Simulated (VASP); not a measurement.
**SrO: single point with PBEsol**

The system is SrO.

```
Sr O
1.0
     3.41663    0.00000    0.00000
    -1.70831    2.95889    0.00000
     0.00000    0.00000    6.07145
Sr O
2 2
Cartesian
  0.0000 1.9726 1.5179
  1.7083 0.9863 4.5536
  0.0000 0.0000 0.0414
  0.0000 0.0000 2.9943
```

This cell differs from its parent crystal: strained and its atoms moved.

```json
{
  "Program": "VASP 6.6.1",
  "Task": "single point",
  "Functional": "PBEsol",
  "Potentials or basis": "VASP PAW PBE potentials, release 64 (Sr_sv, O_h)",
  "Cutoff": "1340 eV",
  "k mesh": "9 × 9 × 6",
  "Occupations": "gaussian, width 0.02 eV",
  "Spin": "no spin polarisation"
}
```

```yaml
Pressure: 8.6 GPa
Largest_force: 0.647 eV/Å
Band_gap_on_the_k_mesh: 3.02 eV (least direct gap 3.28 eV)
```

Forces in eV/Å, atoms in the order of the input:
```
Sr   0.000  0.000  0.000
Sr   0.000  0.000  0.000
O    0.000  0.000 -0.647
O    0.000  0.000  0.647
```

Stress tensor (GPa, compression positive):
```
9.29 0.00 0.00
0.00 9.29 0.00
0.00 0.00 7.28
```

Levels at points of the mesh, in eV from the valence-band top:
| k point | band 13 | band 14 | band 15 | band 16 | band 17 | band 18 | band 19 | band 20 |
| --- | --- | --- | --- | --- | --- | --- | --- | --- |
| (0.00, 0.00, 0.00) | -1.12 | -0.87 | -0.87 | 0.00 | 3.57 | 4.91 | 5.43 | 6.36 |
| (0.00, 0.00, 0.50) | -1.05 | -1.05 | -1.01 | -1.01 | 4.81 | 5.29 | 6.29 | 6.40 |

It took 5.8 min on 1 thread of AMD EPYC 7R43 64-Core Processor (Zen 3), with other jobs on the host, peak memory 0.47 GiB.

Caveat: the cell differs from its parent crystal (strained and its atoms moved); the cell stands under pressure; the PAW data sets were made with another functional, which shifts forces and pressure a little. A k mesh can miss the band edges.
